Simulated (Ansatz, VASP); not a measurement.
# One calculation of InP3, two programs

File POSCAR:

```
InP3
1.0
    3.4421790460      1.9873429988      3.5040220260
   -3.4421790460      1.9873429988      3.5040220260
    0.0000000000     -3.9746859977      3.5040220260
In P
2 6
Direct
    0.2702520051      0.2702520051      0.2702520051
    0.7297479949      0.7297479949      0.7297479949
    0.7982893833      0.2446976833      0.7982893833
    0.7982893833      0.7982893833      0.2446976833
    0.2446976833      0.7982893833      0.7982893833
    0.2017106167      0.7553023167      0.2017106167
    0.7553023167      0.2017106167      0.2017106167
    0.2017106167      0.2017106167      0.7553023167
```

INCAR.step1

```
SYSTEM = InP3
ALGO = Normal ; EDIFF = 1E-5
ENCUT = 550 ; GGA = PE
GGA_COMPAT = .FALSE. ; ISMEAR = 0
LASPH = .TRUE. ; LCHARG = .FALSE.
LREAL = .FALSE. ; LWAVE = .TRUE.
NBANDS = 38 ; NELM = 120
PREC = Accurate ; SIGMA = 0.15
```

File INCAR.step2:

```
SYSTEM = InP3
ALGO = Normal ; EDIFF = 1E-6
ENCUT = 550 ; GGA_COMPAT = .FALSE.
ISIF = 2 ; ISMEAR = 0
ISTART = 1 ; LASPH = .TRUE.
LCHARG = .FALSE. ; LMIXTAU = .TRUE.
LREAL = .FALSE. ; LWAVE = .FALSE.
METAGGA = R2SCAN ; NBANDS = 38
NELM = 120 ; PREC = Accurate
SIGMA = 0.15
```

KPOINTS

```
k-points
0
G
  6 6 6
  0 0 0
```

Input for Ansatz:

```yaml
crystal:
  lattice:
    - [3.442179046, 1.9873429988, 3.504022026]
    - [-3.442179046, 1.9873429988, 3.504022026]
    - [0.0, -3.9746859977, 3.504022026]
  atoms:
    - { symbol: In, position: [0.2702520051, 0.2702520051, 0.2702520051] }
    - { symbol: In, position: [0.7297479949, 0.7297479949, 0.7297479949] }
    - { symbol: P, position: [0.7982893833, 0.2446976833, 0.7982893833] }
    - { symbol: P, position: [0.7982893833, 0.7982893833, 0.2446976833] }
    - { symbol: P, position: [0.2446976833, 0.7982893833, 0.7982893833] }
    - { symbol: P, position: [0.2017106167, 0.7553023167, 0.2017106167] }
    - { symbol: P, position: [0.7553023167, 0.2017106167, 0.2017106167] }
    - { symbol: P, position: [0.2017106167, 0.2017106167, 0.7553023167] }
basis:
  ecutwfc: 500
kpoints:
  mp_grid: { grid: [6, 6, 6] }
hamiltonian:
  xc: r2scan
scf:
  occupations: { method: gaussian, width: 0.15 }
output:
  forces: true
  stress: true
  eigenvalues: true
  write_density: true
  write_potential: true
  elf: true
  volumetric_format: npy
```

Change from the starting cell: strain -0.080 along x and y, +0.040 along z, atoms carried along.

Alike in both runs: task single point; functional r2SCAN; k mesh 6 × 6 × 6; occupations gaussian, width 0.15 eV; no spin polarisation.

```csv
,VASP,Ansatz
version,VASP 6.6.1,Ansatz 0.2.0
potentials or method,"VASP PAW PBE potentials, release 64 (In_d, P), cutoff 550 eV","scalar-relativistic, plane waves, PAW"
valence electrons in the cell,56,56
```

|  | VASP | Ansatz | Ansatz less VASP |
| --- | --- | --- | --- |
| gap on the k mesh at the Fermi level (eV) | none | none | - |
| pressure (GPa) | 17.1 | 17.6 | +0.57 |
| traceless stress, the component that is largest in VASP (GPa) | -12.53 | -12.53 | -0.001 |
| rms of the force components (eV/Å) | 0.657 | 0.733 | +0.0764 |

VASP's potentials were made for PBE, not for r2SCAN. Atom by atom the forces differ by 0.084 eV/Å (rms over components). A gap of «none» marks a metal or a gap that the smearing closes.
